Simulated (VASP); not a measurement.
# SrSmBr4: single point with PBE

SrSmBr4:

```
Sr Sm Br
1.0
     4.62309    0.00000    0.00000
     0.00000    4.62309    0.00000
     0.00000    0.00000    7.79963
Sr Sm Br
1 1 4
Direct
  0.50000 0.50000 0.50000
  0.00000 0.00000 0.00000
  0.00000 0.00000 0.60133
  0.50000 0.50000 0.10247
  0.50000 0.50000 0.89753
  0.00000 0.00000 0.39867
```

The cell was generated, and may not be a known phase.

* Program: VASP 6.6.1
* Task: single point
* Functional: PBE
* Potentials or basis: VASP PAW PBE potentials, release 64 (Sr_sv, Sm, Br)
* Cutoff: 690 eV
* k mesh: 4 × 4 × 2
* Occupations: gaussian, width 0.1 eV
* Spin: no spin polarisation
* Dipole correction: no
* Second try: not_converged
* Further INCAR settings: ALGO = All; EDIFF = 1e-06; NBANDS = 36

The pressure is 68.1 GPa and the largest force is 64.943 eV/Å. The band gap on the k mesh is zero (bands 27 and 28 overlap by 0.16 eV).

Forces in eV/Å, atoms in the order of the input:
```
Sr    0.000   0.000   0.000
Sm    0.000   0.000   0.000
Br    0.000   0.000  64.943
Br    0.000   0.000  59.230
Br    0.000   0.000 -59.230
Br    0.000   0.000 -64.943
```

Stress tensor (GPa, compression positive):
```
  3.15   0.00   0.00
  0.00   3.15   0.00
  0.00   0.00 197.95
```

Levels at points of the mesh, in eV from the Fermi level:
```
           k point  band 24  band 25  band 26  band 27  band 28  band 29  band 30  band 31  band 32  band 33
(0.00, 0.00, 0.00)    -1.56    -1.40    -0.59    -0.08    -0.08    -0.07     0.12     0.12     0.19     0.23
(0.50, 0.00, 0.00)    -0.10    -0.09     0.00     0.08     0.23     0.27     0.33     0.60     1.19     1.31
(0.50, 0.50, 0.00)    -0.14     0.01     0.04     0.04     0.21     0.25     0.64     0.75     0.81     1.01
(0.00, 0.00, 0.50)    -1.62    -1.27    -1.05    -0.04    -0.04    -0.03     0.13     0.13     0.23     0.22
(0.50, 0.00, 0.50)    -0.15    -0.09    -0.08    -0.07     0.00     0.10     0.31     0.34     0.68     0.77
(0.50, 0.50, 0.50)    -0.12    -0.05    -0.05     0.01     0.04     0.04     0.24     0.25     0.75     1.12
```

It took 10 min on 4 MPI ranks on Intel(R) Xeon(R) Platinum 8259CL CPU @ 2.50GHz (Skylake/Cascade Lake) (shared host), peak memory 0.48 GiB a rank.

Caveat: the k points lie up to 0.40 Å⁻¹ apart; atoms lie so close that the PAW spheres overlap strongly, which falsifies energies and pressures; spin-orbit coupling is left out, which moves the levels of the heavy elements; the run has no spin polarisation, though such a crystal can be magnetic; semilocal functionals describe open f shells poorly, which spoils levels, moments and volumes; forces of over 1 eV/Å act on the atoms, so gaps and moduli don't describe the material at rest. Spin polarisation is off, so any magnetic state and its effect on volume and gap are missing.
